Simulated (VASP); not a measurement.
# Ta (Im-3m) in VASP: notebook

The runs below take Ta through single point, with PBEsol.

All numbers are computed with VASP 6.6.1; they aren't measurements. Logs are shortened: lines on timing, memory, paths and dates and some standing lists are left out, and cuts for length are marked.

## Step 1: The cell of the first run

Symmetry: Im-3m, No. 229, cubic system. Conventional cell: a = 3.303 Å, b = 3.303 Å, c = 3.303 Å, α = 90.00°, β = 90.00°, γ = 90.00°. Ta (site symmetry m-3m) has 14 Ta at 2.86 to 3.30 Å within 3.8 Å.

## Step 2: Single point, PBEsol

File INCAR:

```
PREC     = Accurate       # precision mode
ENCUT    = 520            # plane-wave cutoff, eV
EDIFF    = 1E-7           # SCF threshold, eV
ISMEAR   = 0              # smearing method
SIGMA    = 0.15           # smearing width, eV
LREAL    = F              # projectors in reciprocal space
LASPH    = T              # aspherical terms in the spheres
NELM     = 60             # most SCF steps
ALGO     = Normal         # electronic algorithm
ISIF     = 2              # what is computed and relaxed
LWAVE    = F              # write WAVECAR
LCHARG   = T              # write CHGCAR
GGA      = PS             # functional
LELF     = T              # ELF
LVHAR    = T            
NBANDS   = 12             # bands
```

File KPOINTS:

```
regular mesh
0
Gamma
  20 20 20
```

File POSCAR:

```
Ta
1.0
   -1.6512800000      1.6512800000      1.6512800000
    1.6512800000     -1.6512800000      1.6512800000
    1.6512800000      1.6512800000     -1.6512800000
Ta
1
Direct
    0.0000000000      0.0000000000      0.0000000000
```

Potentials or basis: VASP PAW PBE potentials, release 64 (Ta_pv).

Started as:

```
> cat potpaw_PBE.64/Ta_pv/POTCAR > POTCAR
> mpirun -np 1 vasp_std > vasp.out
```

OUTCAR:

```text
PREC = Accurate
   ENCUT = 520
   EDIFF = 1E-7
   ISMEAR = 0
   LREAL = F
   LASPH = T
   NELM = 60
   ISIF = 2
   GGA = PS

 ion  position               nearest neighbor table
   1  0.000  0.000  0.000-

  LATTYP: Found a body centered cubic cell.
 ALAT       =     3.3025600000

  Lattice vectors:

 A1 = (  -1.6512800000,   1.6512800000,   1.6512800000)
 A2 = (   1.6512800000,  -1.6512800000,   1.6512800000)
 A3 = (   1.6512800000,   1.6512800000,  -1.6512800000)

Analysis of symmetry for initial positions (statically):
=====================================================================
 Subroutine PRICEL returns:
 Original cell was already a primitive cell.

 Routine SETGRP: Setting up the symmetry group for a
 body centered cubic supercell.

 Subroutine GETGRP returns: Found 48 space group operations
 (whereof 48 operations were pure point group operations)
 out of a pool of 48 trial point group operations.

The static configuration has the point symmetry O_h .

Analysis of symmetry for dynamics (positions and initial velocities):
=====================================================================
 Subroutine PRICEL returns:
 Original cell was already a primitive cell.

 Routine SETGRP: Setting up the symmetry group for a
 body centered cubic supercell.

 Subroutine GETGRP returns: Found 48 space group operations
 (whereof 48 operations were pure point group operations)
 out of a pool of 48 trial point group operations.

The dynamic configuration has the point symmetry O_h .

 Subroutine INISYM returns: Found 48 space group operations
 (whereof 48 operations are pure point group operations),
 and found     1 'primitive' translations

----------------------------------------------------------------------------------------

                                     Primitive cell

  volume of cell :      18.0104

  direct lattice vectors                    reciprocal lattice vectors
    -1.651280000  1.651280000  1.651280000     0.000000000  0.302795407  0.302795407
     1.651280000 -1.651280000  1.651280000     0.302795407  0.000000000  0.302795407
     1.651280000  1.651280000 -1.651280000     0.302795407  0.302795407  0.000000000

  length of vectors
     2.860100858  2.860100858  2.860100858     0.428217371  0.428217371  0.428217371

[... 83 lines left out ...]
   NFREE  =      0    steps in history (QN), initial steepest desc. (CG)
   ISIF   =      2    stress and relaxation
   ISYM   =      2    0-nonsym 1-usesym 2-fastsym
   POTIM  = 0.5000    time-step for ionic-motion
   TEBEG  =    0.0;   TEEND  =   0.0 temperature during run
   PSTRESS=    0.0 pullay stress
   NELECT =      11.0000    total number of electrons
   NUPDOWN=      -1.0000    fix difference up-down
   EMIN   =  10.00;   EMAX   =-10.00  energy-range for DOS
   EFERMI =   0.00;   METHOD = LEGACY
   ISMEAR =     0;   SIGMA  =   0.15  broadening in eV -4-tet -1-fermi 0-gaus
   EFERMI_NEDOS =   21; number of points for ismear=-14 and -15
   IALGO  =     38    algorithm
   IMIX   =      4    mixing-type and parameters
     AMIX     =   0.40;   BMIX     =  1.00
     AMIX_MAG =   1.60;   BMIX_MAG =  1.00
  volume/ion in A,a.u.               =      18.01       121.54
  Fermi-wavevector in a.u.,A,eV,Ry     =   1.388988  2.624806 26.249534  1.929286
  Thomas-Fermi vector in A             =   2.513061
   LORBIT       =      0    0 simple, 1 ext, 2 COOP (PROOUT), +10 PAW based schemes
   GGA     = PS    functional components
   LHFCALC =     F    Hartree Fock is set to
   AEXX    =    0.0000 exact exchange contribution
   IVDW    =     0    specifies the selected vdW correction
   LEPSILON=     F    determine dielectric tensor
   LRPA    =     F    only Hartree local field effects (RPA)
 non-spin polarized calculation
 Gauss-broadening in eV      SIGMA  =   0.15
  energy-cutoff  :      520.00
  volume of cell :       18.01
 maximum number of plane-waves:       498
 NGX is ok and might be reduce to    24

 number of electron      11.0000002 magnetization

 Free energy of the ion-electron system (eV)
  ---------------------------------------------------
  ext. energy  EPLUGINS =         0.00000000
  ---------------------------------------------------
  free energy    TOTEN  =       -12.55509512 eV

  energy without entropy =      -12.54067820  energy(sigma->0) =      -12.54788666

 E-fermi :   5.3074     XC(G=0): -12.7291

 val. band max:        5.3052167830   @ k =  -0.2500   0.3500   0.1000
 cond. band min:       5.3178012647   @ k =  -0.3500   0.4000   0.0500
 fundamental gap:      0.0125844817
 Fermi energy:         5.3073715554

 k-point     1 :       0.0000    0.0000    0.0000
  band No.  band energies     occupation
      1     -27.7065      2.00000
      2     -27.7065      2.00000
      3     -27.7065      2.00000
      4      -2.6079      2.00000
      5       6.0400      0.00000
      6       6.0400      0.00000
      7       6.0400      0.00000
      8       9.3105      0.00000
      9       9.3105      0.00000
     10      19.9795      0.00000
     11      20.3630      0.00000
     12      20.3630      0.00000
[... 331 lines left out ...]
 k-point    24 :       0.2500    0.1000    0.0000
  band No.  band energies     occupation
      1     -28.5136      2.00000
      2     -27.9722      2.00000
      3     -27.7526      2.00000
      4       0.6006      2.00000
      5       4.4197      2.00000
      6       4.8918      1.99991
      7       8.6056      0.00000
      8       9.9328      0.00000
      9      10.1505      0.00000
     10      19.6129      0.00000
     11      19.9983      0.00000
     12      21.1188      0.00000

 [... further k-points ...]

------------------------ aborting loop because EDIFF is reached ----------------------------------------

  FORCE on cell =-STRESS in cart. coord.  units (eV):
  Direction    XX          YY          ZZ          XY          YZ          ZX
  --------------------------------------------------------------------------------------
  -------------------------------------------------------------------------------------
  Total       -0.4076699     -0.4076699     -0.4076699      0.0000000     -0.0000000      0.0000000
  in kB      -36.2657869    -36.2657869    -36.2657869      0.0000000     -0.0000000      0.0000000
  external PRESSURE =     -36.2657869 kB  Pullay stress =       0.0000000 kB

 VOLUME and BASIS-vectors are now :
 -----------------------------------------------------------------------------
  energy-cutoff  :      520.00
  volume of cell :       18.01
      direct lattice vectors                 reciprocal lattice vectors
    -1.651280000  1.651280000  1.651280000     0.000000000  0.302795407  0.302795407
     1.651280000 -1.651280000  1.651280000     0.302795407  0.000000000  0.302795407
     1.651280000  1.651280000 -1.651280000     0.302795407  0.302795407  0.000000000

 POSITION                                       TOTAL-FORCE (eV/Angst)
 -----------------------------------------------------------------------------------
      0.00000      0.00000      0.00000         0.000000      0.000000      0.000000
 -----------------------------------------------------------------------------------
    total drift:                                0.000000      0.000000      0.000000

  FREE ENERGIE OF THE ION-ELECTRON SYSTEM (eV)
  ---------------------------------------------------
  free  energy   TOTEN  =       -12.5550951161 eV

  energy  without entropy=      -12.5406781970  energy(sigma->0) =      -12.54788666
```

stdout:

```text
POSCAR found type information on POSCAR Ta
 POSCAR found :  1 types and       1 ions
 scaLAPACK will be used
 -----------------------------------------------------------------------------
|                                                                             |
|                                                                             |
|     You enforced a specific xc type in the INCAR file but a different       |
|     I HOPE YOU KNOW WHAT YOU ARE DOING!                                     |
|                                                                             |
 -----------------------------------------------------------------------------

 LDA part: xc-table for (Slater+PW92), standard interpolation
 POSCAR, INCAR and KPOINTS ok, starting setup
 FFT: planning ... GRIDC
 FFT: planning ... GRID_SOFT
 FFT: planning ... GRID
 WAVECAR not read
 entering main loop
```

Wall time 13 s (1 thread of Intel Xeon 6975P-C (Granite Rapids), shared host); peak memory 0.17 GiB.

Results:

- Free energy: -12.5551 eV
- Pressure: -3.6 GPa

Caveat: the PAW data sets were made with another functional, which shifts forces and pressure a little; spin-orbit coupling is left out, which moves the levels of the heavy elements.

## Step 3: Single point, PBEsol

File INCAR:

```
ALGO = Fast ; EDIFF = 1E-6
ENCUT = 520 ; GGA = PS
ISIF = 2 ; ISMEAR = 0
LASPH = True ; LCHARG = False
LREAL = False ; LWAVE = False
NBANDS = 12 ; NELM = 100
PREC = Accurate ; SIGMA = 0.15
```

File KPOINTS:

```
k-points
0
Gamma
  22 22 22
```

POSCAR is that of step 2.

Potentials or basis: VASP PAW PBE potentials, release 64 (Ta_pv).

Started as:

```
> cat potpaw_PBE.64/Ta_pv/POTCAR > POTCAR
> mpirun -np 1 vasp_std > vasp.out
```

It took 20 s on 1 thread of Intel Xeon 6975P-C (Granite Rapids), shared host; peak memory 0.19 GiB.

It converged, with:

```
Free energy : -12.5543 eV
Pressure    : -3.6 GPa
```

Levels at points of the mesh, in eV from the Fermi level:
```
           k point  band 2  band 3  band 4  band 5  band 6  band 7  band 8  band 9  band 10  band 11
(0.00, 0.00, 0.00)  -33.02  -33.02   -7.92    0.72    0.72    0.72    4.00    4.00    15.05    15.05
(0.50, 0.00, 0.00)  -33.40  -33.03   -4.38   -1.55    1.62    3.87    4.90    7.81    11.71    11.97
(0.50, 0.50, 0.50)  -33.84  -33.84   -3.81   -3.81    6.85    6.85    6.85    8.67     8.67     8.67
```

Caveat: the PAW data sets were made with another functional, which shifts forces and pressure a little; spin-orbit coupling is left out, which moves the levels of the heavy elements.

## Step 4: Single point, PBEsol

This run uses another cell than the first one: it holds 8 atoms, not 1.

File INCAR:

```
SYSTEM = Ta
  ALGO = Fast
  EDIFF = 1E-6
  ENCUT = 520
  GGA = PS
  ISIF = 2
  ISMEAR = 0
  LASPH = .TRUE.
  LCHARG = .FALSE.
  LREAL = .FALSE.
  LWAVE = .FALSE.
  NBANDS = 54
  NELM = 100
  PREC = Accurate
  SIGMA = 0.15
```

File KPOINTS:

```
k-points
0
G
  10 10 10
  0 0 0
```

File POSCAR:

```
Ta
1.0
   -3.3025600000     -3.3025600000      3.3025600000
   -3.3025600000      3.3025600000     -3.3025600000
    3.3025600000     -3.3025600000     -3.3025600000
Ta
8
Direct
    0.5000000000      0.5000000000      0.5000000000
    0.0000000000      0.5000000000      0.5000000000
    0.5000000000      0.0000000000      0.5000000000
    0.0000000000      0.0000000000      0.5000000000
    0.5000000000      0.5000000000      0.0000000000
    0.0000000000      0.5000000000      0.0000000000
    0.5000000000      0.0000000000      0.0000000000
    0.0000000000      0.0000000000      0.0000000000
```

Started as:

```
> cat potpaw_PBE.64/Ta_pv/POTCAR > POTCAR
> mpirun -np 1 vasp_std > vasp.out
```

Wall time 20 min (1 thread of Intel Xeon 8259CL, shared host); peak memory 0.47 GiB.

Results (log left out):

```yaml
Free_energy: -100.4411 eV
Pressure: -3.6 GPa
Band_gap_on_the_k_mesh: zero (band 44 reaches 6.93 eV, above the bottom of band 45 at 4.38 eV)
```

Levels at points of the mesh, in eV from the Fermi level:
```tsv
k point	band 42	band 43	band 44	band 45	band 46	band 47
(0.00, 0.00, 0.00)	0.73	1.62	1.62	1.62	1.62	1.62
(0.50, 0.00, 0.00)	-0.55	-0.55	-0.55	-0.08	-0.08	1.13
(0.50, 0.50, 0.50)	-0.93	1.27	1.27	1.27	1.27	1.27
```

Caveat: the PAW data sets were made with another functional, which shifts forces and pressure a little; spin-orbit coupling is left out, which moves the levels of the heavy elements.

[end of part 1 of 2]
